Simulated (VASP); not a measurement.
Write the native input for VASP 6.6.1 that does the following.

```yaml
Task: single point
Functional: PBE
Potentials_or_basis: VASP PAW PBE potentials, release 64 (Ru_sv)
Cutoff: 560 eV
k_mesh: 18 × 18 × 10
Occupations: fermi-dirac, width 0.08 eV
Spin: no spin polarisation
Dipole_correction: no
Further_INCAR_settings: ALGO = Normal; EDIFF = 1e-06; NBANDS = 23
```

The structure of Ru lies in POSCAR:

```
Ru
1.0
    2.2563783675      0.0000000000      0.0000000000
   -1.1281891838      1.9540809868      0.0000000000
    0.0000000000      0.0000000000      3.6228299001
Ru
2
Direct
    0.3333333333      0.6666666667      0.2500000000
    0.6666666667      0.3333333333      0.7500000000
```

One way to write it, as run:

INCAR

```
  ALGO = Normal
  EDIFF = 1E-6
  ENCUT = 560
  GGA = PE
  GGA_COMPAT = F
  ISIF = 2
  ISMEAR = -1
  LASPH = T
  LCHARG = F
  LREAL = F
  LWAVE = F
  NBANDS = 23
  NELM = 120
  PREC = Accurate
  SIGMA = 0.08
```

KPOINTS

```
k-points
0
Gamma
  18 18 10
```

Potentials or basis: VASP PAW PBE potentials, release 64 (Ru_sv).

The run is started by

```console
$ cat potpaw_PBE.64/Ru_sv/POTCAR > POTCAR
$ mpirun -np 1 vasp_std > vasp.out
```

Results of the run:

```
Pressure               : 587.0 GPa
Band gap on the k mesh : zero (bands 16 and 17 overlap by 7.13 eV)
```

Caveat: the cell stands under pressure.

Wall time 35 s on 1 thread of AMD EPYC 9R45 96-Core Processor (Zen 5) (shared host), peak memory 0.15 GiB.
